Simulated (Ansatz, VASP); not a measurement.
# One calculation of Pb, two programs

INCAR

```
PREC = Accurate
ENCUT = 520
EDIFF = 1E-6
ISMEAR = 0
SIGMA = 0.15
LREAL = F
LASPH = T
NELM = 60
ALGO = Normal
ISIF = 2
LWAVE = F
LCHARG = F
GGA = PS
NBANDS = 13
```

File KPOINTS:

```
Automatic mesh
0
Gamma
  16 16 16
```

Contents of POSCAR:

```
Pb
1.0
    0.0000000000      2.4698000000      2.4698000000
    2.3586590000      0.0000000000      2.4698000000
    2.3586590000      2.4698000000      0.0000000000
Pb
1
Direct
    0.0000000000      0.0000000000      0.0000000000
```

Input for Ansatz:

```yaml
crystal:
  lattice:
    - [0.0, 2.4698, 2.4698]
    - [2.358659, 0.0, 2.4698]
    - [2.358659, 2.4698, 0.0]
  atoms:
    - { symbol: Pb, position: [0.0, 0.0, 0.0] }
basis:
  ecutwfc: 420
kpoints:
  mp_grid: { grid: [16, 16, 16] }
hamiltonian:
  xc: pbesol
scf:
  occupations: { method: gaussian, width: 0.15 }
output:
  forces: true
  stress: true
  eigenvalues: true
  write_density: true
  write_potential: true
  elf: true
  volumetric_format: npy
```

Change from the starting cell: strain -0.0450 x Voigt [1, 0, 0, 0, 0, 0], atoms carried along.

Alike in both runs: task single point; functional PBEsol; k mesh 16 × 16 × 16; occupations gaussian, width 0.15 eV; no spin polarisation.

```csv
,VASP,Ansatz
version,VASP 6.6.1,Ansatz 0.2.0
potentials or method,"VASP PAW PBE potentials, release 64 (Pb_d), cutoff 520 eV","scalar-relativistic, plane waves, PAW"
valence electrons in the cell,14,14
```

|  | VASP | Ansatz | Ansatz less VASP |
| --- | --- | --- | --- |
| gap on the k mesh at the Fermi level (eV) | none | none | - |
| pressure (GPa) | 2.1 | 2.2 | +0.09 |
| traceless stress, the component that is largest in VASP (GPa) | 0.63 | 0.62 | -0.007 |

VASP's potentials were made for PBE, not for PBEsol. A gap of «none» marks a metal or a gap that the smearing closes.

Neither program's run includes spin-orbit coupling.
